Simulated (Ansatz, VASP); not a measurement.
## PIr in VASP and in Ansatz

Contents of POSCAR:

```
PIr
1.0
    0.0000000000      2.4972382673      2.4972382673
    2.4972382673      0.0000000000      2.4972382673
    2.4972382673      2.4972382673      0.0000000000
Ir P
1 1
Direct
    0.0000000000      0.0000000000      0.0000000000
    0.5000000000      0.5000000000      0.5000000000
```

Contents of INCAR.step1:

```
ALGO     = Normal         # electronic algorithm
EDIFF    = 1E-4           # SCF threshold, eV
ENCUT    = 520            # plane-wave cutoff, eV
GGA      = PE             # functional
ISMEAR   = -1             # smearing method
LASPH    = T              # aspherical terms in the spheres
LCHARG   = F              # write CHGCAR
LREAL    = F              # projectors in reciprocal space
LWAVE    = T              # write WAVECAR
NBANDS   = 14             # bands
NELM     = 60             # most SCF steps
PREC     = Accurate       # precision mode
SIGMA    = 0.05           # smearing width, eV
```

INCAR.step2

```
ALGO     = Normal         # electronic algorithm
EDIFF    = 1E-8           # SCF threshold, eV
ENCUT    = 520            # plane-wave cutoff, eV
ISIF     = 2              # what is computed and relaxed
ISMEAR   = -1             # smearing method
ISTART   = 1            
LASPH    = T              # aspherical terms in the spheres
LCHARG   = F              # write CHGCAR
LEFG     = T            
LMIXTAU  = T            
LREAL    = F              # projectors in reciprocal space
LWAVE    = F              # write WAVECAR
METAGGA  = R2SCAN         # meta-GGA
NBANDS   = 14             # bands
NELM     = 60             # most SCF steps
PREC     = Accurate       # precision mode
SIGMA    = 0.05           # smearing width, eV
```

KPOINTS

```
k-points
0
Gamma
  13 13 13
```

Input for Ansatz:

```yaml
crystal:
  lattice:
    - [0.0, 2.4972382673, 2.4972382673]
    - [2.4972382673, 0.0, 2.4972382673]
    - [2.4972382673, 2.4972382673, 0.0]
  atoms:
    - { symbol: Ir, position: [0.0, 0.0, 0.0] }
    - { symbol: P, position: [0.5, 0.5, 0.5] }
kpoints:
  mp_grid: { grid: [13, 13, 13] }
scf:
  occupations: { method: fermi_dirac, width: 0.05 }
hamiltonian:
  xc: r2scan
  pseudopotentials: { kind: paw }
output:
  forces: true
  stress: true
  eigenvalues: true
  efg: { contact_densities: true }
```

Change from the starting cell: functional r2scan, volume scaled by 1.04, PAW files.

Alike in both runs: task electric field gradients; functional r2SCAN; k mesh 13 × 13 × 13; occupations fermi-dirac, width 0.05 eV; no spin polarisation.

```csv
,VASP,Ansatz
version,VASP 6.6.1,Ansatz 0.2.0
potentials or method,"VASP PAW PBE potentials, release 64 (Ir, P)","PAW with Ansatz's default frozen-core files, scalar-relativistic"
plane-wave cutoff (eV),520,500
valence electrons in the cell,14,22
```

|  | VASP | Ansatz | Ansatz less VASP |
| --- | --- | --- | --- |
| pressure (GPa) | -9.5 | -10.3 | -0.72 |

VASP's potentials were made for PBE, not for r2SCAN. The functional is the same, so the differences come from potentials, cutoffs and numerics. VASP's potentials hold 14 valence electrons a cell and Ansatz's 22, so a difference there can come from the potentials and not from the codes.

Neither program's run includes spin-orbit coupling.
